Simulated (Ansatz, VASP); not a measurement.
Two plane-wave programs on CaGaC2N2

The input INCAR:

```
PREC = Accurate ; ENCUT = 520
EDIFF = 1E-6 ; ISMEAR = 0
SIGMA = 0.1 ; LREAL = False
LASPH = True ; NELM = 150
ALGO = Normal ; ISIF = 2
LWAVE = False ; LCHARG = False
ISPIN = 2 ; MAGMOM = 0 0 1 1 1 1
LORBIT = 11 ; GGA = PE
NBANDS = 34
```

Contents of KPOINTS:

```
Automatic mesh
0
Gamma
  6 6 2
```

The input POSCAR:

```
CaGaC2N2
1.0
    3.6761375794      0.0000000000      0.0000000000
    1.8129289210      3.2197810988      0.0000000000
    1.4074106595      0.3375316039      9.8540489309
Ca Ga C N
1 1 2 2
Direct
    0.0000000000      0.5000000000      0.5000000000
    0.0000000000      0.0000000000      0.0000000000
    0.7301488478      0.2121911125      0.2557853923
    0.2698511522      0.7878088875      0.7442146077
    0.7069729921      0.1772751307      0.3773555231
    0.2930270079      0.8227248693      0.6226444769
```

Input for Ansatz:

```yaml
crystal:
  lattice:
    - [3.6761375794, 0.0, 0.0]
    - [1.812928921, 3.2197810988, 0.0]
    - [1.4074106595, 0.3375316039, 9.8540489309]
  atoms:
    - { symbol: Ca, position: [0.0, 0.5, 0.5] }
    - { symbol: Ga, position: [0.0, 0.0, 0.0] }
    - { symbol: C, position: [0.7301488478, 0.2121911125, 0.2557853923], spin: 1.0 }
    - { symbol: C, position: [0.2698511522, 0.7878088875, 0.7442146077], spin: 1.0 }
    - { symbol: "N", position: [0.7069729921, 0.1772751307, 0.3773555231], spin: 1.0 }
    - { symbol: "N", position: [0.2930270079, 0.8227248693, 0.6226444769], spin: 1.0 }
basis:
  ecutwfc: 420
kpoints:
  mp_grid: { grid: [6, 6, 2] }
hamiltonian:
  xc: pbe
scf:
  occupations: { method: gaussian, width: 0.1 }
  lower_state_search: "off"
output:
  forces: true
  stress: true
  eigenvalues: true
  populations: true
magnetization:
  spin_polarized: true
```

Alike in both runs: task single point; functional PBE; k mesh 6 × 6 × 2; occupations gaussian, width 0.1 eV; collinear spin.

```csv
,VASP,Ansatz
version,VASP 6.6.1,Ansatz 0.2.0
potentials or method,"VASP PAW PBE potentials, release 64 (Ca_sv, Ga_d, C, N), cutoff 520 eV","scalar-relativistic, plane waves, PAW"
valence electrons in the cell,41,41
```

|  | VASP | Ansatz | Ansatz less VASP |
| --- | --- | --- | --- |
| gap on the k mesh at the Fermi level (eV) | none | none | - |
| pressure (GPa) | 0.6 | 0.2 | -0.38 |
| traceless stress, the component that is largest in VASP (GPa) | 0.67 | 0.05 | -0.618 |
| rms of the force components (eV/Å) | 0.142 | 0.011 | -0.1308 |
| net moment per atom (μB) | 0.00 | 0.00 | 0.000 |

Atom by atom the forces differ by 0.133 eV/Å (rms over components). A gap of «none» marks a metal or a gap that the smearing closes. One of these differences is far larger than is usual between the two programs; its cause wasn't traced. With one functional, cell and mesh, what is left measures potentials, basis and numerics. Ansatz's warnings: seeded moment not kept.

Noted on VASP's run: the standard files for N, O and F lose accuracy on very short bonds.
